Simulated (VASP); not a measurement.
# SnO2 (P4_2/mnm) in VASP: notebook

Aim: see how the results for SnO2 move with the level of theory and the settings. Levels: r2SCAN, PBEsol, PBEsol+D3(BJ). Tasks: single point, relaxation of cell and atoms.

All numbers are computed with VASP 6.6.1; they aren't measurements. Logs are shortened: lines on timing, memory, paths and dates and some standing lists are left out, and cuts for length are marked.

## Step 1: The cell of the first run

It takes space group P4_2/mnm (No. 136, tetragonal). Conventional cell: a = 4.738 Å, b = 4.738 Å, c = 3.187 Å, α = 90.00°, β = 90.00°, γ = 90.00°. Within 2.7 Å of Sn (site symmetry mmm) lie 6 O at 2.05 to 2.06 Å. Within 2.7 Å of O (site symmetry m2m) lie 3 Sn at 2.05 to 2.06 Å and 1 O at 2.59 Å.

## Step 2: Single point, r2SCAN, non-collinear spin, zero start, spin-orbit coupling

Contents of POSCAR:

```
SnO2
1.0
    4.7380000000      0.0000000000      0.0000000000
    0.0000000000      4.7380000000      0.0000000000
    0.0000000000      0.0000000000      3.1865000000
Sn O
2 4
Direct
    0.5000000000      0.5000000000      0.5000000000
    0.0000000000      0.0000000000      0.0000000000
    0.8071000000      0.1929000000      0.5000000000
    0.6929000000      0.6929000000      0.0000000000
    0.1929000000      0.8071000000      0.5000000000
    0.3071000000      0.3071000000      0.0000000000
```

Contents of INCAR.step1:

```
PREC = Accurate
ENCUT = 520
ISMEAR = -1
SIGMA = 0.05
LREAL = F
LASPH = T
NELM = 150
LNONCOLLINEAR = T
MAGMOM = 0 0 0 0 0 0 0 0 0 0 0 0 0 0 0 0 0 0
LSORBIT = T
GGA_COMPAT = F
NBANDS = 68
GGA = PE
ALGO = Normal
EDIFF = 1E-4
LWAVE = T
LCHARG = F
```

Contents of INCAR.step2:

```
PREC = Accurate
ENCUT = 520
EDIFF = 1E-7
ISMEAR = -1
SIGMA = 0.05
LREAL = F
LASPH = T
NELM = 150
ALGO = Normal
ISIF = 2
LWAVE = F
LCHARG = F
LNONCOLLINEAR = T
MAGMOM = 0 0 0 0 0 0 0 0 0 0 0 0 0 0 0 0 0 0
LORBIT = 11
LSORBIT = T
GGA_COMPAT = F
LORBMOM = T
METAGGA = R2SCAN
LMIXTAU = T
NBANDS = 68
ISTART = 1
```

Contents of KPOINTS:

```
Automatic mesh
0
Gamma
  5 5 6
```

Potentials or basis: VASP PAW PBE potentials, release 64 (Sn_d, O).

Command:

```console
$ cat potpaw_PBE.64/Sn_d/POTCAR potpaw_PBE.64/O/POTCAR > POTCAR
$ cp INCAR.step1 INCAR
$ mpirun -np 1 vasp_ncl > vasp.out
$ cp INCAR.step2 INCAR
$ mpirun -np 1 vasp_ncl > vasp.out
```

OUTCAR:

```text
PREC = Accurate
   ENCUT = 520
   EDIFF = 1E-7
   ISMEAR = -1
   LREAL = F
   LASPH = T
   NELM = 150
   ISIF = 2
   LNONCOLLINEAR = T
   LORBIT = 11
   LSORBIT = T
   METAGGA = R2SCAN
   ISTART = 1

 ion  position               nearest neighbor table
   1  0.500  0.500  0.500-   4 2.05   6 2.05   4 2.05   6 2.05   5 2.06   3 2.06   2 3.71   2 3.71
                             2 3.71   2 3.71   2 3.71   2 3.71   2 3.71   2 3.71
   2  0.000  0.000  0.000-   3 2.05   5 2.05   3 2.05   5 2.05   4 2.06   6 2.06   1 3.71   1 3.71
                             1 3.71   1 3.71   1 3.71   1 3.71   1 3.71   1 3.71
   3  0.807  0.193  0.500-   2 2.05   2 2.05   1 2.06
   4  0.693  0.693  0.000-   1 2.05   1 2.05   2 2.06
   5  0.193  0.807  0.500-   2 2.05   2 2.05   1 2.06
   6  0.307  0.307  0.000-   1 2.05   1 2.05   2 2.06

  LATTYP: Found a simple tetragonal cell.
 ALAT       =     4.7380000000
 C/A-ratio  =     0.6725411566

  Lattice vectors:

 A1 = (   4.7380000000,   0.0000000000,   0.0000000000)
 A2 = (   0.0000000000,   4.7380000000,   0.0000000000)
 A3 = (   0.0000000000,   0.0000000000,   3.1865000000)

Analysis of symmetry for initial positions (statically):
=====================================================================
 Subroutine PRICEL returns:
 Original cell was already a primitive cell.

 Routine SETGRP: Setting up the symmetry group for a
 simple tetragonal supercell.

 Subroutine GETGRP returns: Found 16 space group operations
 (whereof  8 operations were pure point group operations)
 out of a pool of 16 trial point group operations.

The static configuration has the point symmetry D_2h.
 The point group associated with its full space group is D_4h.

Analysis of symmetry for dynamics (positions and initial velocities):
=====================================================================
 Subroutine PRICEL returns:
 Original cell was already a primitive cell.

 Routine SETGRP: Setting up the symmetry group for a
 simple tetragonal supercell.

 Subroutine GETGRP returns: Found 16 space group operations
 (whereof  8 operations were pure point group operations)
 out of a pool of 16 trial point group operations.

The dynamic configuration has the point symmetry D_2h.
 The point group associated with its full space group is D_4h.

Analysis of structural, dynamic, and magnetic symmetry:
=====================================================================
 Subroutine PRICEL returns:
 Original cell was already a primitive cell.

 Routine SETGRP: Setting up the symmetry group for a
 simple tetragonal supercell.

 Subroutine GETGRP returns: Found 16 space group operations
 (whereof  8 operations were pure point group operations)
[... 1821 lines left out ...]
  3         0.000   0.000   0.000
  4         0.000   0.000   0.000
  5         0.000   0.000   0.000
  6         0.000   0.000   0.000
 ----------------------------------------
            0.000   0.000   0.000

 orbital moment (y)

 # of ion     p       d       tot
 ----------------------------------------
  1         0.000   0.000   0.000
  2         0.000   0.000   0.000
  3        -0.000   0.000  -0.000
  4         0.000   0.000   0.000
  5        -0.000   0.000  -0.000
  6         0.000   0.000   0.000
 ----------------------------------------
           -0.000   0.000  -0.000

 orbital moment (z)

 # of ion     p       d       tot
 ----------------------------------------
  1         0.000   0.000   0.000
  2         0.000   0.000   0.000
  3         0.000   0.000   0.000
  4         0.000   0.000   0.000
  5         0.000   0.000   0.000
  6         0.000   0.000   0.000
 ----------------------------------------
            0.000   0.000   0.000

 Spin-Orbit-Coupling matrix elements

 Ion:    1  E_soc:     -0.0680912
 l=   1
     0.0000000    -0.0058876    -0.0057725
    -0.0058876     0.0000000    -0.0058876
    -0.0057725    -0.0058876     0.0000000
 l=   2
     0.0000000    -0.0010769     0.0000000    -0.0010769    -0.0044266
    -0.0010769     0.0000000    -0.0032987    -0.0010892    -0.0011155
     0.0000000    -0.0032987     0.0000000    -0.0032987     0.0000000
    -0.0010769    -0.0010892    -0.0032987     0.0000000    -0.0011155
    -0.0044266    -0.0011155     0.0000000    -0.0011155     0.0000000
 l=   3
     0.0000000     0.0000000     0.0000000     0.0000000     0.0000000     0.0000000     0.0000000
     0.0000000     0.0000000     0.0000000     0.0000000     0.0000000     0.0000000     0.0000000
     0.0000000     0.0000000     0.0000000     0.0000000     0.0000000     0.0000000     0.0000000
     0.0000000     0.0000000     0.0000000     0.0000000     0.0000000     0.0000000     0.0000000
[... 89 lines left out ...]
 l=   2
     0.0000000     0.0000000     0.0000000     0.0000000     0.0000000
     0.0000000     0.0000000     0.0000000     0.0000000     0.0000000
     0.0000000     0.0000000     0.0000000     0.0000000     0.0000000
     0.0000000     0.0000000     0.0000000     0.0000000     0.0000000
     0.0000000     0.0000000     0.0000000     0.0000000     0.0000000
 l=   3
     0.0000000     0.0000000     0.0000000     0.0000000     0.0000000     0.0000000     0.0000000
     0.0000000     0.0000000     0.0000000     0.0000000     0.0000000     0.0000000     0.0000000
     0.0000000     0.0000000     0.0000000     0.0000000     0.0000000     0.0000000     0.0000000
     0.0000000     0.0000000     0.0000000     0.0000000     0.0000000     0.0000000     0.0000000
     0.0000000     0.0000000     0.0000000     0.0000000     0.0000000     0.0000000     0.0000000
     0.0000000     0.0000000     0.0000000     0.0000000     0.0000000     0.0000000     0.0000000
     0.0000000     0.0000000     0.0000000     0.0000000     0.0000000     0.0000000     0.0000000

 total charge

# of ion       s       p       d       tot
------------------------------------------
    1        0.833   1.127  10.397  12.357
    2        0.833   1.127  10.397  12.357
    3        1.563   3.550   0.000   5.112
    4        1.563   3.550   0.000   5.112
    5        1.563   3.550   0.000   5.112
    6        1.563   3.550   0.000   5.112
--------------------------------------------------
tot          7.918  16.452  20.795  45.164

 magnetization (x)

# of ion       s       p       d       tot
------------------------------------------
    1        0.000   0.000   0.000   0.000
    2        0.000   0.000   0.000   0.000
    3        0.000   0.000   0.000   0.000
    4        0.000   0.000   0.000   0.000
    5        0.000   0.000   0.000   0.000
    6        0.000   0.000   0.000   0.000
--------------------------------------------------
tot          0.000   0.000   0.000   0.000

 magnetization (y)

# of ion       s       p       d       tot
------------------------------------------
    1        0.000   0.000   0.000   0.000
    2        0.000   0.000   0.000   0.000
    3        0.000   0.000   0.000   0.000
    4        0.000   0.000   0.000   0.000
    5        0.000   0.000   0.000   0.000
    6        0.000   0.000   0.000   0.000
--------------------------------------------------
tot          0.000   0.000   0.000   0.000

 magnetization (z)

# of ion       s       p       d       tot
------------------------------------------
    1       -0.000   0.000   0.000  -0.000
    2       -0.000   0.000   0.000  -0.000
    3        0.000   0.000   0.000   0.000
    4        0.000   0.000   0.000   0.000
    5        0.000   0.000   0.000   0.000
    6        0.000   0.000   0.000   0.000
--------------------------------------------------
tot         -0.000   0.000   0.000  -0.000
```

OSZICAR.step1:

```text
N       E                     dE             d eps       ncg     rms          rms(c)
DAV:   1     0.787197070301E+03    0.78720E+03   -0.23688E+04  3844   0.243E+03
DAV:   2     0.127667926187E+03   -0.65953E+03   -0.61691E+03  3384   0.735E+02
DAV:   3    -0.297855426984E+02   -0.15745E+03   -0.15301E+03  3504   0.266E+02
DAV:   4    -0.431006683772E+02   -0.13315E+02   -0.13152E+02  4120   0.854E+01
DAV:   5    -0.434656183197E+02   -0.36495E+00   -0.36385E+00  3948   0.148E+01    0.161E+01
DAV:   6    -0.370870397122E+02    0.63786E+01   -0.18071E+01  5200   0.670E+01    0.608E+00
DAV:   7    -0.372599017815E+02   -0.17286E+00   -0.25901E+00  3800   0.951E+00    0.334E+00
DAV:   8    -0.372439951651E+02    0.15907E-01   -0.24091E-01  4672   0.557E+00    0.982E-01
DAV:   9    -0.372313985348E+02    0.12597E-01   -0.42435E-02  5032   0.340E+00    0.408E-01
DAV:  10    -0.372323902818E+02   -0.99175E-03   -0.93766E-03  4988   0.833E-01    0.136E-01
DAV:  11    -0.372325977407E+02   -0.20746E-03   -0.15421E-03  4456   0.506E-01    0.323E-02
DAV:  12    -0.372326258129E+02   -0.28072E-04   -0.10194E-04  2672   0.154E-01
   1 F= -.37232626E+02 E0= -.37232626E+02  d E =-.576900E-07  mag=    -0.0000     0.0000     0.0000
```

Run time: 7.7 min. Hardware: 1 thread of Intel Xeon 6975P-C (Granite Rapids), shared host; peak memory 0.45 GiB.

What came out:

- Free energy: -84.6737 eV
- Pressure: 4.5 GPa
- Largest force: 0.275 eV/Å
- Net moment: 0.00 μB per cell
- Valence electrons inside the program's atomic spheres: Sn 12.36; O 5.11

Forces on the atoms (eV/Å):
```
Sn   0.000  0.000  0.000
Sn   0.000  0.000  0.000
O   -0.195  0.195  0.000
O    0.195  0.195  0.000
O    0.195 -0.195  0.000
O   -0.195 -0.195  0.000
```

Moments on the atoms (μB; x, y, z):
```
Sn  0.00 0.00 0.00
Sn  0.00 0.00 0.00
O   0.00 0.00 0.00
O   0.00 0.00 0.00
O   0.00 0.00 0.00
O   0.00 0.00 0.00
```

Caveat: the cell stands under pressure; the PAW data sets were made with another functional, which shifts forces and pressure a little.

(Part 1 of 3 ends here.)
